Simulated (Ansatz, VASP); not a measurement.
## WAu: VASP beside Ansatz

The input INCAR:

```
PREC = Accurate
ENCUT = 600
EDIFF = 1E-6
ISMEAR = -1
SIGMA = 0.05
LREAL = F
LASPH = T
NELM = 100
ALGO = Normal
ISIF = 3
LWAVE = F
LCHARG = F
GGA = RP
IVDW = 12
IBRION = 2
NSW = 60
EDIFFG = -0.01
```

KPOINTS

```
Automatic mesh
0
Gamma
  8 8 8
```

File POSCAR:

```
WAu
1.0
    0.0000000000      2.7479792600      2.7479792600
    2.7479792600      0.0000000000      2.7479792600
    2.7479792600      2.7479792600      0.0000000000
W Au
1 1
Direct
    0.0000000000      0.0000000000      0.0000000000
    0.7500000000      0.7500000000      0.7500000000
```

input.yaml

```yaml
crystal:
  lattice:
    - [0.0, 2.74797926, 2.74797926]
    - [2.74797926, 0.0, 2.74797926]
    - [2.74797926, 2.74797926, 0.0]
  atoms:
    - { symbol: W, position: [0.0, 0.0, 0.0] }
    - { symbol: Au, position: [0.75, 0.75, 0.75] }
hamiltonian:
  xc: rpbe
  pseudopotentials: { kind: paw }
  dispersion: d3bj
kpoints:
  mp_grid: { grid: [8, 8, 8] }
scf:
  occupations: { method: fermi_dirac, width: 0.05 }
output:
  forces: true
  stress: true
  eigenvalues: true
  write_density: true
  write_potential: true
  elf: true
  volumetric_format: npy
relax:
  f_tol: 0.01
  max_steps: 40
  cell: { stress_tol: 0.05 }
```

Alike in both runs: task relaxation of cell and atoms; functional RPBE; dispersion D3(BJ); k mesh 8 × 8 × 8; occupations fermi-dirac, width 0.05 eV; no spin polarisation.

|  | VASP | Ansatz |
| --- | --- | --- |
| version | VASP 6.6.1 | Ansatz 0.2.0 |
| potentials or method | VASP PAW PBE potentials, release 64 (W_sv, Au) | Ansatz PAW |
| plane-wave cutoff (eV) | 600 | 420 |
| valence electrons in the cell | 25 | 33 |

```csv
,VASP,Ansatz,Ansatz less VASP
"gap on the k mesh at the Fermi level, each at its own relaxed structure (eV)",none,none,-
relaxed volume (Å³/atom),21.39,21.35,-0.037
relaxed cell length with the largest relative difference (Å),3.926,3.923,-0.0023
```

VASP's potentials were made for PBE, not for RPBE. A gap of «none» marks a metal or a gap that the smearing closes. VASP's potentials hold 25 valence electrons a cell and Ansatz's 33, so a difference there can come from the potentials and not from the codes.

Spin-orbit coupling is off throughout. Noted on Ansatz's run: the plane-wave basis is chosen anew once the cell has moved, so the energies of steps on either side of that aren't comparable.
